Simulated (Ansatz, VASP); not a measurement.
**InP in VASP and in Ansatz**

```
In P
1.0
     0.00000    2.76883    2.76883
     2.76883    0.00000    2.76883
     2.76883    2.76883    0.00000
In P
1 1
Direct
  0.00000 0.00000 0.00000
  0.50000 0.50000 0.50000
```

Alike in both runs: task single point; functional PBE; k mesh 8 × 8 × 8; occupations gaussian, width 0.1 eV; no spin polarisation.

|  | VASP | Ansatz |
| --- | --- | --- |
| version | VASP 6.6.1 | Ansatz 0.2.0 |
| potentials or method | VASP PAW PBE potentials, release 64 (In_d, P) | Ansatz PAW |
| plane-wave cutoff (eV) | 500 | 420 |
| valence electrons in the cell | 18 | 18 |

```csv
,VASP,Ansatz,Ansatz less VASP
gap on the k mesh at the Fermi level (eV),none,none,-
pressure (GPa),-0.1,-0.1,+0.03
```

A gap of «none» marks a metal or a gap that the smearing closes.
